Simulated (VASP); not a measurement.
# PtSeS3 (P4mm) in VASP: notebook

Runs on PtSeS3. Level: PBE. Tasks: single point, relaxation of cell and atoms.

Everything below comes from runs of VASP 6.6.1. Logs are shortened: lines on timing, memory, paths and dates and some standing lists are left out, and cuts for length are marked.

## 1. The cell of the first run

The structure is tetragonal, space group P4mm (No. 99). The conventional cell has a = 4.652 Å, b = 4.652 Å, c = 5.054 Å, α = 90.00°, β = 90.00°, γ = 90.00°. Within 3.1 Å of Pt (site symmetry 4mm) lie 6 S at 2.37 to 2.69 Å. Se (site symmetry 4mm) has 4 S at 2.51 Å within 3.3 Å. Within 3.2 Å of S (site symmetry 2mm) lie 2 Pt at 2.40 Å and 2 Se at 2.51 Å and 2 S at 3.14 Å. S (site symmetry 4mm) has 2 Pt at 2.37 to 2.69 Å within 3.1 Å.

## 2. Single point, PBE

The input, INCAR:

```
SYSTEM = PtSeS3
PREC = Accurate
ENCUT = 520
EDIFF = 1E-6
ISMEAR = 0
SIGMA = 0.1
LREAL = .FALSE.
LASPH = .TRUE.
NELM = 100
ALGO = Normal
ISIF = 2
LWAVE = .FALSE.
LCHARG = .TRUE.
GGA = PE
LELF = .TRUE.
LVHAR = .TRUE.
NBANDS = 25
```

The input, KPOINTS:

```
regular mesh
0
G
  8 8 8
  0 0 0
```

The input, POSCAR:

```
PtSeS3
1.0
    4.6518023708      0.0000000000      0.0000000000
    0.0000000000      4.6518023708      0.0000000000
    0.0000000000      0.0000000000      5.0537372651
Pt Se S
1 1 3
Direct
    0.0000000000      0.0000000000      1.0018433891
    0.5000000000      0.5000000000      0.6994128872
    0.5000000000      0.0000000000      0.8862513356
    0.0000000000      0.5000000000      0.8862513356
    0.0000000000      0.0000000000      0.4702420025
```

Potentials or basis: VASP PAW PBE potentials, release 64 (Pt, Se, S).

Command:

```bash
> cat potpaw_PBE.64/Pt/POTCAR potpaw_PBE.64/Se/POTCAR potpaw_PBE.64/S/POTCAR > POTCAR
> mpirun -np 1 vasp_std > vasp.out
```

OUTCAR:

```text
SYSTEM = PtSeS3
   PREC = Accurate
   ENCUT = 520
   EDIFF = 1E-6
   ISMEAR = 0
   LREAL = .FALSE.
   LASPH = .TRUE.
   NELM = 100
   ISIF = 2
   GGA = PE

 ion  position               nearest neighbor table
   1  0.000  0.000  0.002-   5 2.37   4 2.40   3 2.40   4 2.40   3 2.40   5 2.69
   2  0.500  0.500  0.699-   3 2.51   4 2.51   3 2.51   4 2.51
   3  0.500  0.000  0.886-   1 2.40   1 2.40   2 2.51   2 2.51
   4  0.000  0.500  0.886-   1 2.40   1 2.40   2 2.51   2 2.51
   5  0.000  0.000  0.470-   1 2.37   1 2.69

  LATTYP: Found a simple tetragonal cell.
 ALAT       =     4.6518023708
 C/A-ratio  =     1.0864041209

  Lattice vectors:

 A1 = (   4.6518023708,   0.0000000000,   0.0000000000)
 A2 = (   0.0000000000,   4.6518023708,   0.0000000000)
 A3 = (   0.0000000000,   0.0000000000,   5.0537372651)

Analysis of symmetry for initial positions (statically):
=====================================================================
 Subroutine PRICEL returns:
 Original cell was already a primitive cell.

 Routine SETGRP: Setting up the symmetry group for a
 simple tetragonal supercell.

 Subroutine GETGRP returns: Found  8 space group operations
 (whereof  8 operations were pure point group operations)
 out of a pool of 16 trial point group operations.

The static configuration has the point symmetry C_4v.

Analysis of symmetry for dynamics (positions and initial velocities):
=====================================================================
 Subroutine PRICEL returns:
 Original cell was already a primitive cell.

 Routine SETGRP: Setting up the symmetry group for a
 simple tetragonal supercell.

 Subroutine GETGRP returns: Found  8 space group operations
 (whereof  8 operations were pure point group operations)
 out of a pool of 16 trial point group operations.

The dynamic configuration has the point symmetry C_4v.

 Subroutine INISYM returns: Found  8 space group operations
 (whereof  8 operations are pure point group operations),
 and found     1 'primitive' translations

----------------------------------------------------------------------------------------

                                     Primitive cell

  volume of cell :     109.3592

  direct lattice vectors                    reciprocal lattice vectors
     4.651802371  0.000000000  0.000000000     0.214970439  0.000000000  0.000000000
     0.000000000  4.651802371  0.000000000     0.000000000  0.214970439  0.000000000
     0.000000000  0.000000000  5.053737265     0.000000000  0.000000000  0.197873365

  length of vectors
     4.651802371  4.651802371  5.053737265     0.214970439  0.214970439  0.197873365

  position of ions in fractional coordinates (direct lattice)
     0.000000000  0.000000000  0.001843389
     0.500000000  0.500000000  0.699412887
     0.500000000  0.000000000  0.886251336
     0.000000000  0.500000000  0.886251336
     0.000000000  0.000000000  0.470242003

  ion indices of the primitive-cell ions
   primitive index   ion index
                 1           1
                 2           2
                 3           3
                 4           4
                 5           5

----------------------------------------------------------------------------------------

 KPOINTS: regular mesh

Automatic generation of k-mesh.
 Grid dimensions read from file:
 generate k-points for:    8    8    8

 Generating k-lattice:

  Cartesian coordinates                     Fractional coordinates (reciprocal lattice)
     0.026871305  0.000000000  0.000000000     0.125000000  0.000000000  0.000000000
     0.000000000  0.026871305  0.000000000     0.000000000  0.125000000  0.000000000
     0.000000000  0.000000000  0.024734171     0.000000000  0.000000000  0.125000000

  Length of vectors
     0.026871305  0.026871305  0.024734171

  Shift w.r.t. Gamma in fractional coordinates (k-lattice)
     0.000000000  0.000000000  0.000000000

 Subroutine IBZKPT returns following result:
 ===========================================

 Found     75 irreducible k-points:

 Following reciprocal coordinates:
            Coordinates               Weight
  0.000000  0.000000  0.000000      1.000000
  0.125000  0.000000  0.000000      4.000000
  0.250000  0.000000  0.000000      4.000000
  0.375000  0.000000  0.000000      4.000000
  0.500000  0.000000  0.000000      2.000000
  0.125000  0.125000  0.000000      4.000000
[... 16 lines left out ...]
  0.375000  0.125000  0.125000     16.000000
  0.500000  0.125000  0.125000      8.000000
 [... further k-points ...]
   k-points           NKPTS =     75   k-points in BZ     NKDIM =     75   number of bands    NBANDS=     25
   number of dos      NEDOS =    301   number of ions     NIONS =      5
   total plane-waves  NPLWV =  51840
   dimension x,y,z NGX =    36 NGY =   36 NGZ =   40
   dimension x,y,z NGXF=    72 NGYF=   72 NGZF=   80
   ions per type =               1   1   3
   NGX,Y,Z   is equivalent  to a cutoff of  12.87, 12.87, 13.16 a.u.
   NGXF,Y,Z  is equivalent  to a cutoff of  25.73, 25.73, 26.32 a.u.
 SYSTEM =  PtSeS3
   PREC   = accura    normal or accurate (medium, high low for compatibility)
   ISTART =      0    job   : 0-new  1-cont  2-samecut
   ICHARG =      2    charge: 1-file 2-atom 10-const
   ISPIN  =      1    spin polarized calculation?
   LNONCOLLINEAR =      F non collinear calculations
   LSORBIT =      F    spin-orbit coupling
   LASPH  =      T    aspherical Exc in radial PAW
   ENCUT  =  520.0 eV  38.22 Ry    6.18 a.u.   8.65  8.65  9.40*2*pi/ulx,y,z
   NELM   =    100;   NELMIN=  2; NELMDL= -5     # of ELM steps
   EDIFF  = 0.1E-05   stopping-criterion for ELM
   LREAL  =      F    real-space projection
   EDIFFG = 0.1E-04   stopping-criterion for IOM
   NSW    =      0    number of steps for IOM
   IBRION =     -1    ionic relax: 0-MD 1-quasi-New 2-CG
   NFREE  =      0    steps in history (QN), initial steepest desc. (CG)
   ISIF   =      2    stress and relaxation
   ISYM   =      2    0-nonsym 1-usesym 2-fastsym
   POTIM  = 0.5000    time-step for ionic-motion
   TEBEG  =    0.0;   TEEND  =   0.0 temperature during run
   PSTRESS=    0.0 pullay stress
   NELECT =      34.0000    total number of electrons
   NUPDOWN=      -1.0000    fix difference up-down
   EMIN   =  10.00;   EMAX   =-10.00  energy-range for DOS
   EFERMI =   0.00;   METHOD = LEGACY
   ISMEAR =     0;   SIGMA  =   0.10  broadening in eV -4-tet -1-fermi 0-gaus
   EFERMI_NEDOS =   21; number of points for ismear=-14 and -15
   IALGO  =     38    algorithm
   IMIX   =      4    mixing-type and parameters
     AMIX     =   0.40;   BMIX     =  1.00
     AMIX_MAG =   1.60;   BMIX_MAG =  1.00
  volume/ion in A,a.u.               =      21.87       147.60
  Fermi-wavevector in a.u.,A,eV,Ry     =   1.109046  2.095792 16.734924  1.229982
  Thomas-Fermi vector in A             =   2.245580
   LORBIT       =      0    0 simple, 1 ext, 2 COOP (PROOUT), +10 PAW based schemes
   GGA     = PE    functional components
   LHFCALC =     F    Hartree Fock is set to
   AEXX    =    0.0000 exact exchange contribution
   IVDW    =     0    specifies the selected vdW correction
   LEPSILON=     F    determine dielectric tensor
   LRPA    =     F    only Hartree local field effects (RPA)
 non-spin polarized calculation
 Gauss-broadening in eV      SIGMA  =   0.10
  energy-cutoff  :      520.00
  volume of cell :      109.36
 maximum number of plane-waves:      2981
 NGX is ok and might be reduce to    36
   NGX = 17   NGY = 17   NGZ = 19

 number of electron      33.9999997 magnetization

 Free energy of the ion-electron system (eV)
  ---------------------------------------------------
  ext. energy  EPLUGINS =         0.00000000
  ---------------------------------------------------
  free energy    TOTEN  =       -20.61250921 eV

  energy without entropy =      -20.59806241  energy(sigma->0) =      -20.60528581

 E-fermi :   4.6314     XC(G=0):  -9.5521

 val. band max:        4.6032423974   @ k =   0.0000   0.0000   0.1250
 cond. band min:       4.6471484957   @ k =   0.3750   0.0000   0.2500
 fundamental gap:      0.0439060983
 Fermi energy:         4.6313891215

 k-point     1 :       0.0000    0.0000    0.0000
  band No.  band energies     occupation
      1     -11.6632      2.00000
      2      -8.6710      2.00000
      3      -7.3853      2.00000
      4      -6.8087      2.00000
      5      -2.4875      2.00000
      6      -2.4875      2.00000
[... 17 lines left out ...]
     24      10.8791      0.00000
     25      11.3134      0.00000

 k-point     2 :       0.1250    0.0000    0.0000
  band No.  band energies     occupation
      1     -11.5800      2.00000
      2      -8.7350      2.00000
      3      -7.4294      2.00000
      4      -6.8829      2.00000
      5      -2.4452      2.00000
      6      -2.3112      2.00000
[... 17 lines left out ...]
     24      11.0935      0.00000
     25      11.3227      0.00000

 k-point     3 :       0.2500    0.0000    0.0000
  band No.  band energies     occupation
      1     -11.3404      2.00000
      2      -9.0118      2.00000
      3      -7.4712      2.00000
      4      -6.9772      2.00000
      5      -2.3286      2.00000
      6      -2.0617      2.00000
[... 17 lines left out ...]
     24      11.1265      0.00000
     25      11.6421      0.00000

 k-point     4 :       0.3750    0.0000    0.0000
  band No.  band energies     occupation
      1     -10.9901      2.00000
      2      -9.4850      2.00000
      3      -7.3891      2.00000
      4      -7.0393      2.00000
      5      -2.1804      2.00000
      6      -2.1176      2.00000
[... 17 lines left out ...]
     24      10.8262      0.00000
     25      12.2843      0.00000
[... 477 lines left out ...]
 k-point    22 :       0.2500    0.1250    0.1250
  band No.  band energies     occupation
      1     -11.2484      2.00000
      2      -8.9765      2.00000
      3      -7.5700      2.00000
      4      -7.0814      2.00000
      5      -2.1737      2.00000
      6      -2.0177      2.00000
[... 17 lines left out ...]
     24      11.4198      0.00000
     25      12.0276      0.00000

 k-point    23 :       0.3750    0.1250    0.1250
  band No.  band energies     occupation
      1     -10.8990      2.00000
      2      -9.4128      2.00000
      3      -7.4982      2.00000
      4      -7.1792      2.00000
      5      -2.1491      2.00000
      6      -1.9791      2.00000
[... 17 lines left out ...]
     24      10.9664      0.00000
     25      12.7090      0.00000

 k-point    24 :       0.5000    0.1250    0.1250
  band No.  band energies     occupation
      1     -10.6587      2.00000
      2      -9.7096      2.00000
      3      -7.3493      2.00000
      4      -7.3026      2.00000
      5      -2.2586      2.00000
      6      -1.8960      2.00000
[... 17 lines left out ...]
     24      10.8468      0.00000
     25      12.9496      0.00000

 [... further k-points ...]
[... 5 lines left out ...]
  --------------------------------------------------------------------------------------
  -------------------------------------------------------------------------------------
  Total       -0.0652176     -0.0652176     -0.1119622      0.0000000      0.0000000      0.0000000
  in kB       -0.9554774     -0.9554774     -1.6403131      0.0000000      0.0000000      0.0000000
  external PRESSURE =      -1.1837560 kB  Pullay stress =       0.0000000 kB

 VOLUME and BASIS-vectors are now :
 -----------------------------------------------------------------------------
  energy-cutoff  :      520.00
  volume of cell :      109.36
      direct lattice vectors                 reciprocal lattice vectors
     4.651802371  0.000000000  0.000000000     0.214970439  0.000000000  0.000000000
     0.000000000  4.651802371  0.000000000     0.000000000  0.214970439  0.000000000
     0.000000000  0.000000000  5.053737265     0.000000000  0.000000000  0.197873365

 POSITION                                       TOTAL-FORCE (eV/Angst)
 -----------------------------------------------------------------------------------
      0.00000      0.00000      0.00932         0.000000     -0.000000     -0.003646
      2.32590      2.32590      3.53465        -0.000000      0.000000      0.007933
      2.32590      0.00000      4.47888        -0.000000     -0.000000      0.003906
      0.00000      2.32590      4.47888        -0.000000      0.000000      0.003906
      0.00000      0.00000      2.37648        -0.000000     -0.000000     -0.012098
 -----------------------------------------------------------------------------------
    total drift:                               -0.000000     -0.000000      0.000022

  FREE ENERGIE OF THE ION-ELECTRON SYSTEM (eV)
  ---------------------------------------------------
  free  energy   TOTEN  =       -20.6125092099 eV

  energy  without entropy=      -20.5980624107  energy(sigma->0) =      -20.60528581
```

It took 66 s on 1 thread of Intel Xeon 6975P-C (Granite Rapids), shared host; peak memory 0.35 GiB.

What came out:

- Free energy: -20.6125 eV
- Pressure: -0.1 GPa
- Largest force: 0.012 eV/Å
- Band gap on the k mesh: zero (band 17 reaches 5.31 eV, above the bottom of band 18 at 4.27 eV)

Forces in eV/Å, atoms in the order of the input:
```
Pt   0.000  0.000 -0.004
Se   0.000  0.000  0.008
S    0.000  0.000  0.004
S    0.000  0.000  0.004
S    0.000  0.000 -0.012
```

Levels at points of the mesh, in eV from the Fermi level:
| k point | band 15 | band 16 | band 17 | band 18 | band 19 | band 20 |
| --- | --- | --- | --- | --- | --- | --- |
| (0.00, 0.00, 0.00) | -2.00 | -0.61 | -0.38 | -0.36 | -0.36 | 2.05 |
| (0.50, 0.00, 0.00) | -1.81 | -1.38 | -0.42 | -0.13 | 0.83 | 0.96 |
| (0.50, 0.50, 0.00) | -1.90 | -0.90 | -0.90 | 0.59 | 0.59 | 1.77 |
| (0.00, 0.00, 0.50) | -2.23 | -0.71 | -0.36 | -0.36 | 0.78 | 2.02 |
| (0.50, 0.00, 0.50) | -0.77 | -0.48 | -0.27 | 0.63 | 0.67 | 1.97 |
| (0.50, 0.50, 0.50) | -0.08 | -0.08 | 0.67 | 0.67 | 1.89 | 2.24 |

Caveat: spin-orbit coupling is left out, which moves the levels of the heavy elements.

(Continued in part 2 of 2.)
